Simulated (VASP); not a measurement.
# Sc3B2Br3 (P-6m2) in VASP: single point with PBE

Aim: the single point of Sc3B2Br3 with PBE.

All numbers are computed with VASP 6.6.1; they aren't measurements. Logs are shortened: lines on timing, memory, paths and dates and some standing lists are left out, and cuts for length are marked.

## 1. The cell of the first run

The structure is hexagonal, space group P-6m2 (No. 187). Conventional cell: a = 7.676 Å, b = 7.676 Å, c = 3.317 Å, α = 90.00°, β = 90.00°, γ = 120.00°. Sc (site symmetry mm2) has 2 B at 2.43 Å and 4 Br at 2.76 Å within 3.2 Å. B (site symmetry 3m) has 2 B at 1.66 Å within 2.2 Å. Within 3.6 Å of Br (site symmetry mm2) lie 4 Sc at 2.76 Å and 2 Br at 3.32 Å.

## 2. Single point, PBE

Contents of INCAR:

```
ALGO = Normal
EDIFF = 1E-6
ENCUT = 520
GGA = PE
ISIF = 2
ISMEAR = 0
LASPH = True
LCHARG = True
LELF = True
LREAL = False
LVHAR = True
LWAVE = False
NBANDS = 40
NELM = 60
PREC = Accurate
SIGMA = 0.1
```

Contents of KPOINTS:

```
k-points
0
Gamma
  6 6 12
```

Contents of POSCAR:

```
Sc3B2Br3
1.0
    7.6756179690      0.0000000000      0.0000000000
   -3.8378089845      6.6472801509      0.0000000000
    0.0000000000      0.0000000000      3.3173418917
Sc B Br
3 2 3
Direct
    0.5050656259      0.4949343741      0.0000000000
    0.5050656259      0.0101312517      0.0000000000
    0.9898687483      0.4949343741      0.0000000000
    0.3333333333      0.6666666667      0.7498206600
    0.3333333333      0.6666666667      0.2501793400
    0.8364636120      0.1635363880      0.5000000000
    0.8364636120      0.6729272241      0.5000000000
    0.3270727759      0.1635363880      0.5000000000
```

Potentials or basis: VASP PAW PBE potentials, release 64 (Sc_sv, B, Br).

The run is started by

```bash
$ cat potpaw_PBE.64/Sc_sv/POTCAR potpaw_PBE.64/B/POTCAR potpaw_PBE.64/Br/POTCAR > POTCAR
$ mpirun -np 1 vasp_std > vasp.out
```

OUTCAR:

```text
EDIFF = 1E-6
   ENCUT = 520
   GGA = PE
   ISIF = 2
   ISMEAR = 0
   LASPH = True
   LREAL = False
   NELM = 60
   PREC = Accurate

 ion  position               nearest neighbor table
   1  0.505  0.495  0.000-   4 2.43   5 2.43   7 2.76   7 2.76   8 2.76   8 2.76
   2  0.505  0.010  0.000-   4 2.43   5 2.43   6 2.76   6 2.76   8 2.76   8 2.76
   3  0.990  0.495  0.000-   4 2.43   5 2.43   6 2.76   6 2.76   7 2.76   7 2.76
   4  0.333  0.667  0.750-   5 1.66   5 1.66   3 2.43   2 2.43   1 2.43
   5  0.333  0.667  0.250-   4 1.66   4 1.66   3 2.43   2 2.43   1 2.43
   6  0.836  0.164  0.500-   2 2.76   2 2.76   3 2.76   3 2.76
   7  0.836  0.673  0.500-   1 2.76   1 2.76   3 2.76   3 2.76
   8  0.327  0.164  0.500-   1 2.76   1 2.76   2 2.76   2 2.76

  LATTYP: Found a hexagonal cell.
 ALAT       =     7.6756179690
 C/A-ratio  =     0.4321921577

  Lattice vectors:

 A1 = (   7.6756179690,   0.0000000000,   0.0000000000)
 A2 = (  -3.8378089845,   6.6472801509,   0.0000000000)
 A3 = (   0.0000000000,   0.0000000000,   3.3173418917)

Analysis of symmetry for initial positions (statically):
=====================================================================
 Subroutine PRICEL returns:
 Original cell was already a primitive cell.

 Routine SETGRP: Setting up the symmetry group for a
 hexagonal supercell.

 Subroutine GETGRP returns: Found 12 space group operations
 (whereof 12 operations were pure point group operations)
 out of a pool of 24 trial point group operations.

The static configuration has the point symmetry D_3h.

Analysis of symmetry for dynamics (positions and initial velocities):
=====================================================================
 Subroutine PRICEL returns:
 Original cell was already a primitive cell.

 Routine SETGRP: Setting up the symmetry group for a
 hexagonal supercell.

 Subroutine GETGRP returns: Found 12 space group operations
 (whereof 12 operations were pure point group operations)
 out of a pool of 24 trial point group operations.

The dynamic configuration has the point symmetry D_3h.

 Subroutine INISYM returns: Found 12 space group operations
 (whereof 12 operations are pure point group operations),
 and found     1 'primitive' translations

----------------------------------------------------------------------------------------

                                     Primitive cell

  volume of cell :     169.2574

  direct lattice vectors                    reciprocal lattice vectors
     7.675617969  0.000000000  0.000000000     0.130282670  0.075218734  0.000000000
    -3.837808985  6.647280151  0.000000000     0.000000000  0.150437469  0.000000000
     0.000000000  0.000000000  3.317341892     0.000000000  0.000000000  0.301446168

  length of vectors
     7.675617969  7.675617969  3.317341892     0.150437469  0.150437469  0.301446168

  position of ions in fractional coordinates (direct lattice)
     0.505065626  0.494934374  0.000000000
     0.505065626  0.010131252  0.000000000
     0.989868748  0.494934374  0.000000000
     0.333333333  0.666666667  0.749820660
     0.333333333  0.666666667  0.250179340
     0.836463612  0.163536388  0.500000000
     0.836463612  0.672927224  0.500000000
     0.327072776  0.163536388  0.500000000

  ion indices of the primitive-cell ions
   primitive index   ion index
                 1           1
                 2           2
                 3           3
                 4           4
                 5           5
                 6           6
                 7           7
                 8           8

----------------------------------------------------------------------------------------

 KPOINTS: k-points

Automatic generation of k-mesh.
 Grid dimensions read from file:
 generate k-points for:    6    6   12

 Generating k-lattice:

  Cartesian coordinates                     Fractional coordinates (reciprocal lattice)
     0.021713778  0.012536456  0.000000000     0.166666667  0.000000000  0.000000000
     0.000000000  0.025072911  0.000000000     0.000000000  0.166666667  0.000000000
     0.000000000  0.000000000  0.025120514     0.000000000  0.000000000  0.083333333

  Length of vectors
     0.025072911  0.025072911  0.025120514

  Shift w.r.t. Gamma in fractional coordinates (k-lattice)
     0.000000000  0.000000000  0.000000000

 Subroutine IBZKPT returns following result:
 ===========================================

 Found     49 irreducible k-points:

 Following reciprocal coordinates:
            Coordinates               Weight
  0.000000  0.000000  0.000000      1.000000
  0.166667  0.000000  0.000000      6.000000
  0.333333  0.000000  0.000000      6.000000
  0.500000  0.000000  0.000000      3.000000
  0.166667  0.166667  0.000000      6.000000
  0.333333  0.166667  0.000000     12.000000
[... 16 lines left out ...]
  0.166667  0.000000  0.250000     12.000000
  0.333333  0.000000  0.250000     12.000000
 [... further k-points ...]
   k-points           NKPTS =     49   k-points in BZ     NKDIM =     49   number of bands    NBANDS=     40
   number of dos      NEDOS =    301   number of ions     NIONS =      8
   total plane-waves  NPLWV = 100800
   dimension x,y,z NGX =    60 NGY =   60 NGZ =   28
   dimension x,y,z NGXF=   120 NGYF=  120 NGZF=   56
   ions per type =               3   2   3
   NGX,Y,Z   is equivalent  to a cutoff of  13.00, 13.00, 14.03 a.u.
   NGXF,Y,Z  is equivalent  to a cutoff of  25.99, 25.99, 28.06 a.u.
 SYSTEM =  unknown system
   PREC   = accura    normal or accurate (medium, high low for compatibility)
   ISTART =      0    job   : 0-new  1-cont  2-samecut
   ICHARG =      2    charge: 1-file 2-atom 10-const
   ISPIN  =      1    spin polarized calculation?
   LNONCOLLINEAR =      F non collinear calculations
   LSORBIT =      F    spin-orbit coupling
   LASPH  =      T    aspherical Exc in radial PAW
   ENCUT  =  520.0 eV  38.22 Ry    6.18 a.u.  14.27 14.27  6.17*2*pi/ulx,y,z
   NELM   =     60;   NELMIN=  2; NELMDL= -5     # of ELM steps
   EDIFF  = 0.1E-05   stopping-criterion for ELM
   LREAL  =      F    real-space projection
   EDIFFG = 0.1E-04   stopping-criterion for IOM
   NSW    =      0    number of steps for IOM
   IBRION =     -1    ionic relax: 0-MD 1-quasi-New 2-CG
   NFREE  =      0    steps in history (QN), initial steepest desc. (CG)
   ISIF   =      2    stress and relaxation
   ISYM   =      2    0-nonsym 1-usesym 2-fastsym
   POTIM  = 0.5000    time-step for ionic-motion
   TEBEG  =    0.0;   TEEND  =   0.0 temperature during run
   PSTRESS=    0.0 pullay stress
   NELECT =      60.0000    total number of electrons
   NUPDOWN=      -1.0000    fix difference up-down
   EMIN   =  10.00;   EMAX   =-10.00  energy-range for DOS
   EFERMI =   0.00;   METHOD = LEGACY
   ISMEAR =     0;   SIGMA  =   0.10  broadening in eV -4-tet -1-fermi 0-gaus
   EFERMI_NEDOS =   21; number of points for ismear=-14 and -15
   IALGO  =     38    algorithm
   IMIX   =      4    mixing-type and parameters
     AMIX     =   0.40;   BMIX     =  1.00
     AMIX_MAG =   1.60;   BMIX_MAG =  1.00
  volume/ion in A,a.u.               =      21.16       142.78
  Fermi-wavevector in a.u.,A,eV,Ry     =   1.158625  2.189483 18.264608  1.342411
  Thomas-Fermi vector in A             =   2.295225
   LORBIT       =      0    0 simple, 1 ext, 2 COOP (PROOUT), +10 PAW based schemes
   GGA     = PE    functional components
   LHFCALC =     F    Hartree Fock is set to
   AEXX    =    0.0000 exact exchange contribution
   IVDW    =     0    specifies the selected vdW correction
   LEPSILON=     F    determine dielectric tensor
   LRPA    =     F    only Hartree local field effects (RPA)
 non-spin polarized calculation
 Gauss-broadening in eV      SIGMA  =   0.10
  energy-cutoff  :      520.00
  volume of cell :      169.26
 maximum number of plane-waves:      4603
 NGX is ok and might be reduce to    60
   NGX = 29   NGY = 29   NGZ = 13

 number of electron      60.0000007 magnetization

 Free energy of the ion-electron system (eV)
  ---------------------------------------------------
  ext. energy  EPLUGINS =         0.00000000
  ---------------------------------------------------
  free energy    TOTEN  =       -43.15123337 eV

  energy without entropy =      -43.12118629  energy(sigma->0) =      -43.13620983

 E-fermi :   4.7911     XC(G=0):  -9.4147

 val. band max:        4.7828600550   @ k =   0.3333   0.3333   0.0000
 cond. band min:       4.7932016781   @ k =   0.5000   0.0000   0.4167
 fundamental gap:      0.0103416231
 Fermi energy:         4.7910800476

 k-point     1 :       0.0000    0.0000    0.0000
  band No.  band energies     occupation
      1     -45.4023      2.00000
      2     -45.3974      2.00000
      3     -45.3974      2.00000
      4     -24.3135      2.00000
      5     -24.3135      2.00000
      6     -24.2724      2.00000
[... 32 lines left out ...]
     39       6.5317      0.00000
     40       6.6932      0.00000

 k-point     2 :       0.1667    0.0000    0.0000
  band No.  band energies     occupation
      1     -45.4020      2.00000
      2     -45.3977      2.00000
      3     -45.3974      2.00000
      4     -24.3133      2.00000
      5     -24.3120      2.00000
      6     -24.2738      2.00000
[... 32 lines left out ...]
     39       6.5168      0.00000
     40       6.6146      0.00000

 k-point     3 :       0.3333    0.0000    0.0000
  band No.  band energies     occupation
      1     -45.4015      2.00000
      2     -45.3982      2.00000
      3     -45.3974      2.00000
      4     -24.3130      2.00000
      5     -24.3085      2.00000
      6     -24.2769      2.00000
[... 32 lines left out ...]
     39       6.5461      0.00000
     40       6.6843      0.00000

 k-point     4 :       0.5000    0.0000    0.0000
  band No.  band energies     occupation
      1     -45.4011      2.00000
      2     -45.3986      2.00000
      3     -45.3974      2.00000
      4     -24.3129      2.00000
      5     -24.3065      2.00000
      6     -24.2787      2.00000
[... 32 lines left out ...]
     39       6.5277      0.00000
     40       6.8980      0.00000
[... 772 lines left out ...]
     39       6.6601      0.00000
     40       6.6602      0.00000

 k-point    23 :       0.1667    0.0000    0.2500
  band No.  band energies     occupation
      1     -45.3932      2.00000
      2     -45.3891      2.00000
      3     -45.3888      2.00000
      4     -24.2939      2.00000
      5     -24.2926      2.00000
      6     -24.2605      2.00000
[... 32 lines left out ...]
     39       6.6931      0.00000
     40       6.7090      0.00000

 k-point    24 :       0.3333    0.0000    0.2500
  band No.  band energies     occupation
      1     -45.3927      2.00000
      2     -45.3896      2.00000
      3     -45.3888      2.00000
      4     -24.2937      2.00000
      5     -24.2894      2.00000
      6     -24.2634      2.00000
[... 32 lines left out ...]
     39       6.7483      0.00000
     40       6.8193      0.00000

 [... further k-points ...]
[... 5 lines left out ...]
  --------------------------------------------------------------------------------------
  -------------------------------------------------------------------------------------
  Total        0.1373995      0.1373995      0.1225479      0.0000000      0.0000000      0.0000000
  in kB        1.3006136      1.3006136      1.1600290      0.0000000      0.0000000      0.0000000
  external PRESSURE =       1.2537521 kB  Pullay stress =       0.0000000 kB

 VOLUME and BASIS-vectors are now :
 -----------------------------------------------------------------------------
  energy-cutoff  :      520.00
  volume of cell :      169.26
      direct lattice vectors                 reciprocal lattice vectors
     7.675617969  0.000000000  0.000000000     0.130282670  0.075218734  0.000000000
    -3.837808985  6.647280151  0.000000000     0.000000000  0.150437469  0.000000000
     0.000000000  0.000000000  3.317341892     0.000000000  0.000000000  0.301446168

 POSITION                                       TOTAL-FORCE (eV/Angst)
 -----------------------------------------------------------------------------------
      1.97723      3.28997      0.00000         0.004797     -0.002769      0.000000
      3.83781      0.06735      0.00000         0.000000      0.005539      0.000000
      5.69839      3.28997      0.00000        -0.004797     -0.002769      0.000000
     -0.00000      4.43152      2.48741         0.000000     -0.000000     -0.022214
     -0.00000      4.43152      0.82993         0.000000     -0.000000      0.022214
      5.79275      1.08707      1.65867         0.015958     -0.009213     -0.000000
      3.83781      4.47314      1.65867        -0.000000      0.018427      0.000000
      1.88286      1.08707      1.65867        -0.015958     -0.009213     -0.000000
 -----------------------------------------------------------------------------------
    total drift:                                0.000000     -0.000000      0.000000

  FREE ENERGIE OF THE ION-ELECTRON SYSTEM (eV)
  ---------------------------------------------------
  free  energy   TOTEN  =       -43.1512333694 eV

  energy  without entropy=      -43.1211862932  energy(sigma->0) =      -43.13620983
```

Run time: 3.9 min. Hardware: 1 thread of AMD EPYC 9R45 (Zen 5), shared host; peak memory 0.45 GiB.

What came out:

| Property | Result |
| --- | --- |
| Free energy | -43.1512 eV |
| Pressure | 0.1 GPa |
| Largest force | 0.022 eV/Å |
| Band gap on the k mesh | zero (band 30 reaches 5.13 eV, above the bottom of band 31 at 4.33 eV) |

Forces on the atoms (eV/Å):
```
Sc   0.005 -0.003  0.000
Sc   0.000  0.006  0.000
Sc  -0.005 -0.003  0.000
B    0.000  0.000 -0.022
B    0.000  0.000  0.022
Br   0.016 -0.009  0.000
Br   0.000  0.018  0.000
Br  -0.016 -0.009  0.000
```
